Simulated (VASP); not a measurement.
# B (I-4m2) in VASP: notebook

Runs on B. Level: PBE. Tasks: single point, relaxation of cell and atoms.

Everything below comes from runs of VASP 6.6.1. Logs are shortened: lines on timing, memory, paths and dates and some standing lists are left out, and cuts for length are marked.

## (1) The cell of the first run

The structure is tetragonal, space group I-4m2 (No. 119). Conventional cell: a = 2.713 Å, b = 2.713 Å, c = 6.714 Å, α = 90.00°, β = 90.00°, γ = 90.00°. Within 2.1 Å of B (site symmetry 2mm) lie 3 B at 1.61 Å. B (site symmetry -4m2) has 4 B at 1.61 Å within 2.1 Å.

## (2) Single point, PBE

INCAR reads:

```
SYSTEM = B
  PREC = Accurate
  ENCUT = 520
  EDIFF = 1E-7
  ISMEAR = 0
  SIGMA = 0.1
  LREAL = .False.
  LASPH = .True.
  NELM = 80
  ALGO = Normal
  ISIF = 2
  LWAVE = .False.
  LCHARG = .False.
  GGA = PE
  NBANDS = 12
```

KPOINTS reads:

```
Automatic mesh
0
Gamma
  8 8 8
  0 0 0
```

POSCAR reads:

```
B
1.0
   -1.3566161600      1.3566161600      3.3571812200
    1.3566161600     -1.3566161600      3.3571812200
    1.3566161600      1.3566161600     -3.3571812200
B
3
Direct
    0.3798992300      0.3798992300      0.0000000000
    0.7500000000      0.2500000000      0.5000000000
    0.6201007700      0.6201007700      0.0000000000
```

Potentials or basis: VASP PAW PBE potentials, release 64 (B).

Launch:

```
> cat potpaw_PBE.64/B/POTCAR > POTCAR
> mpirun -np 1 vasp_std > vasp.out
```

OUTCAR:

```text
SYSTEM = B
   PREC = Accurate
   ENCUT = 520
   EDIFF = 1E-7
   ISMEAR = 0
   LREAL = .False.
   LASPH = .True.
   NELM = 80
   ISIF = 2
   GGA = PE

 ion  position               nearest neighbor table
   1  0.380  0.380  0.000-   2 1.61   2 1.61   3 1.61
   2  0.750  0.250  0.500-   1 1.61   3 1.61   1 1.61   3 1.61
   3  0.620  0.620  0.000-   2 1.61   2 1.61   1 1.61

  LATTYP: Found a body centered tetragonal cell.
 ALAT       =     2.7132323200
 C/A-ratio  =     2.4746728802

  Lattice vectors:

 A1 = (  -1.3566161600,   1.3566161600,   3.3571812200)
 A2 = (   1.3566161600,  -1.3566161600,   3.3571812200)
 A3 = (   1.3566161600,   1.3566161600,  -3.3571812200)

Analysis of symmetry for initial positions (statically):
=====================================================================
 Subroutine PRICEL returns:
 Original cell was already a primitive cell.

 Routine SETGRP: Setting up the symmetry group for a
 body centered tetragonal supercell.

 Subroutine GETGRP returns: Found  8 space group operations
 (whereof  8 operations were pure point group operations)
 out of a pool of 16 trial point group operations.

The static configuration has the point symmetry D_2d.

Analysis of symmetry for dynamics (positions and initial velocities):
=====================================================================
 Subroutine PRICEL returns:
 Original cell was already a primitive cell.

 Routine SETGRP: Setting up the symmetry group for a
 body centered tetragonal supercell.

 Subroutine GETGRP returns: Found  8 space group operations
 (whereof  8 operations were pure point group operations)
 out of a pool of 16 trial point group operations.

The dynamic configuration has the point symmetry D_2d.

 Subroutine INISYM returns: Found  8 space group operations
 (whereof  8 operations are pure point group operations),
 and found     1 'primitive' translations

----------------------------------------------------------------------------------------

                                     Primitive cell

  volume of cell :      24.7143

  direct lattice vectors                    reciprocal lattice vectors
    -1.356616160  1.356616160  3.357181220     0.000000000  0.368564090  0.148934468
     1.356616160 -1.356616160  3.357181220     0.368564090  0.000000000  0.148934468
     1.356616160  1.356616160 -3.357181220     0.368564090  0.368564090  0.000000000

  length of vectors
     3.866714439  3.866714439  3.866714439     0.397518508  0.397518508  0.521228334

  position of ions in fractional coordinates (direct lattice)
     0.379899230  0.379899230  0.000000000
     0.750000000  0.250000000  0.500000000
     0.620100770  0.620100770  0.000000000

  ion indices of the primitive-cell ions
   primitive index   ion index
                 1           1
                 2           2
                 3           3

----------------------------------------------------------------------------------------

 KPOINTS: Automatic mesh

Automatic generation of k-mesh.
 Grid dimensions read from file:
 generate k-points for:    8    8    8

 Generating k-lattice:

  Cartesian coordinates                     Fractional coordinates (reciprocal lattice)
     0.000000000  0.046070511  0.018616809     0.125000000 -0.000000000  0.000000000
     0.046070511  0.000000000  0.018616809    -0.000000000  0.125000000  0.000000000
     0.046070511  0.046070511  0.000000000     0.000000000  0.000000000  0.125000000

  Length of vectors
     0.049689813  0.049689813  0.065153542

  Shift w.r.t. Gamma in fractional coordinates (k-lattice)
     0.000000000  0.000000000  0.000000000

 Subroutine IBZKPT returns following result:
 ===========================================

 Found     59 irreducible k-points:

 Following reciprocal coordinates:
            Coordinates               Weight
  0.000000  0.000000  0.000000      1.000000
  0.125000  0.000000  0.000000      8.000000
  0.250000  0.000000  0.000000      8.000000
  0.375000  0.000000  0.000000      8.000000
  0.500000  0.000000  0.000000      4.000000
  0.125000  0.125000  0.000000      8.000000
[... 16 lines left out ...]
  0.250000  0.125000  0.125000     16.000000
  0.375000  0.125000  0.125000      8.000000
 [... further k-points ...]
   k-points           NKPTS =     59   k-points in BZ     NKDIM =     59   number of bands    NBANDS=     12
   number of dos      NEDOS =    301   number of ions     NIONS =      3
   total plane-waves  NPLWV =  27000
   dimension x,y,z NGX =    30 NGY =   30 NGZ =   30
   dimension x,y,z NGXF=    60 NGYF=   60 NGZF=   60
   ions per type =               3
   NGX,Y,Z   is equivalent  to a cutoff of  12.90, 12.90, 12.90 a.u.
   NGXF,Y,Z  is equivalent  to a cutoff of  25.80, 25.80, 25.80 a.u.
 SYSTEM =  B
   PREC   = accura    normal or accurate (medium, high low for compatibility)
   ISTART =      0    job   : 0-new  1-cont  2-samecut
   ICHARG =      2    charge: 1-file 2-atom 10-const
   ISPIN  =      1    spin polarized calculation?
   LNONCOLLINEAR =      F non collinear calculations
   LSORBIT =      F    spin-orbit coupling
   LASPH  =      T    aspherical Exc in radial PAW
   ENCUT  =  520.0 eV  38.22 Ry    6.18 a.u.   7.19  7.19  7.19*2*pi/ulx,y,z
   NELM   =     80;   NELMIN=  2; NELMDL= -5     # of ELM steps
   EDIFF  = 0.1E-06   stopping-criterion for ELM
   LREAL  =      F    real-space projection
   EDIFFG = 0.1E-05   stopping-criterion for IOM
   NSW    =      0    number of steps for IOM
   IBRION =     -1    ionic relax: 0-MD 1-quasi-New 2-CG
   NFREE  =      0    steps in history (QN), initial steepest desc. (CG)
   ISIF   =      2    stress and relaxation
   ISYM   =      2    0-nonsym 1-usesym 2-fastsym
   POTIM  = 0.5000    time-step for ionic-motion
   TEBEG  =    0.0;   TEEND  =   0.0 temperature during run
   PSTRESS=    0.0 pullay stress
   NELECT =       9.0000    total number of electrons
   NUPDOWN=      -1.0000    fix difference up-down
   EMIN   =  10.00;   EMAX   =-10.00  energy-range for DOS
   EFERMI =   0.00;   METHOD = LEGACY
   ISMEAR =     0;   SIGMA  =   0.10  broadening in eV -4-tet -1-fermi 0-gaus
   EFERMI_NEDOS =   21; number of points for ismear=-14 and -15
   IALGO  =     38    algorithm
   IMIX   =      4    mixing-type and parameters
     AMIX     =   0.40;   BMIX     =  1.00
     AMIX_MAG =   1.60;   BMIX_MAG =  1.00
  volume/ion in A,a.u.               =       8.24        55.59
  Fermi-wavevector in a.u.,A,eV,Ry     =   1.169067  2.209216 18.595324  1.366718
  Thomas-Fermi vector in A             =   2.305545
   LORBIT       =      0    0 simple, 1 ext, 2 COOP (PROOUT), +10 PAW based schemes
   GGA     = PE    functional components
   LHFCALC =     F    Hartree Fock is set to
   AEXX    =    0.0000 exact exchange contribution
   IVDW    =     0    specifies the selected vdW correction
   LEPSILON=     F    determine dielectric tensor
   LRPA    =     F    only Hartree local field effects (RPA)
 non-spin polarized calculation
 Gauss-broadening in eV      SIGMA  =   0.10
  energy-cutoff  :      520.00
  volume of cell :       24.71
 maximum number of plane-waves:       677
 NGX is ok and might be reduce to    30
   NGX = 15   NGY = 15   NGZ = 15

 number of electron       9.0000000 magnetization

 Free energy of the ion-electron system (eV)
  ---------------------------------------------------
  ext. energy  EPLUGINS =         0.00000000
  ---------------------------------------------------
  free energy    TOTEN  =       -16.84427393 eV

  energy without entropy =      -16.83680238  energy(sigma->0) =      -16.84053816

 E-fermi :   4.0329     XC(G=0): -10.9678

 val. band max:        4.0325603665   @ k =  -0.1250  -0.2500   0.1250
 cond. band min:       4.0741407717   @ k =  -0.1250  -0.3750   0.1250
 fundamental gap:      0.0415804051
 Fermi energy:         4.0328906762

 k-point     1 :       0.0000    0.0000    0.0000
  band No.  band energies     occupation
      1      -9.2756      2.00000
      2      -0.2446      2.00000
      3       1.3527      2.00000
      4       4.3453      0.00001
      5       4.3453      0.00001
      6       8.7957      0.00000
      7       8.7957      0.00000
      8      11.8573      0.00000
      9      15.8981      0.00000
     10      16.1733      0.00000
     11      17.9808      0.00000
     12      22.8154      0.00000

 k-point     2 :       0.1250    0.0000    0.0000
  band No.  band energies     occupation
      1      -8.9932      2.00000
      2      -0.6179      2.00000
      3       1.9316      2.00000
      4       3.0938      2.00000
      5       4.4286      0.00000
      6       7.7434      0.00000
      7       9.0638      0.00000
      8      12.7248      0.00000
      9      16.3084      0.00000
     10      17.4338      0.00000
     11      18.7396      0.00000
     12      21.6899      0.00000

 k-point     3 :       0.2500    0.0000    0.0000
  band No.  band energies     occupation
      1      -8.1537      2.00000
      2      -1.1306      2.00000
      3       0.6304      2.00000
      4       2.6438      2.00000
      5       4.6639      0.00000
      6       6.5713      0.00000
      7       9.7228      0.00000
      8      13.7656      0.00000
      9      17.3358      0.00000
     10      18.6233      0.00000
     11      19.7302      0.00000
     12      20.7742      0.00000
[... 286 lines left out ...]
 k-point    23 :       0.2500    0.1250    0.1250
  band No.  band energies     occupation
      1      -5.8618      2.00000
      2      -1.6935      2.00000
      3       0.0014      2.00000
      4       1.7896      2.00000
      5       2.4842      2.00000
      6       6.2312      0.00000
      7       7.3354      0.00000
      8      14.2108      0.00000
      9      16.5378      0.00000
     10      19.8203      0.00000
     11      20.7900      0.00000
     12      22.4514      0.00000

 k-point    24 :       0.3750    0.1250    0.1250
  band No.  band energies     occupation
      1      -4.5243      2.00000
      2      -3.3157      2.00000
      3      -0.0444      2.00000
      4       1.9550      2.00000
      5       2.2563      2.00000
      6       6.2730      0.00000
      7       7.3866      0.00000
      8      14.5023      0.00000
      9      17.0738      0.00000
     10      17.4409      0.00000
     11      20.9909      0.00000
     12      22.3311      0.00000

 [... further k-points ...]
[... 5 lines left out ...]
  --------------------------------------------------------------------------------------
  -------------------------------------------------------------------------------------
  Total        6.1586748      6.1586748      2.3403815      0.0000000      0.0000000      0.0000000
  in kB      399.2538473    399.2538473    151.7219753      0.0000000      0.0000000      0.0000000
  external PRESSURE =     316.7432233 kB  Pullay stress =       0.0000000 kB

 VOLUME and BASIS-vectors are now :
 -----------------------------------------------------------------------------
  energy-cutoff  :      520.00
  volume of cell :       24.71
      direct lattice vectors                 reciprocal lattice vectors
    -1.356616160  1.356616160  3.357181220     0.000000000  0.368564090  0.148934468
     1.356616160 -1.356616160  3.357181220     0.368564090  0.000000000  0.148934468
     1.356616160  1.356616160 -3.357181220     0.368564090  0.368564090  0.000000000

 POSITION                                       TOTAL-FORCE (eV/Angst)
 -----------------------------------------------------------------------------------
      0.00000      0.00000      2.55078         0.000000     -0.000000     -0.063107
     -0.00000      1.35662      1.67859        -0.000000      0.000000     -0.000000
      0.00000      0.00000      4.16358         0.000000     -0.000000      0.063107
 -----------------------------------------------------------------------------------
    total drift:                               -0.000000      0.000000      0.000000

  FREE ENERGIE OF THE ION-ELECTRON SYSTEM (eV)
  ---------------------------------------------------
  free  energy   TOTEN  =       -16.8442739268 eV

  energy  without entropy=      -16.8368023838  energy(sigma->0) =      -16.84053816
```

Wall time 16 s (1 thread of Intel Xeon Platinum 8559C (Emerald Rapids), shared host); peak memory 0.15 GiB.

Results:

- Free energy: -16.8443 eV
- Pressure: 31.7 GPa
- Largest force: 0.063 eV/Å

Forces on the atoms (eV/Å):
```
B    0.000  0.000 -0.063
B    0.000  0.000  0.000
B    0.000  0.000  0.063
```

Caveat: the k points lie up to 0.41 Å⁻¹ apart.

[end of part 1 of 2]
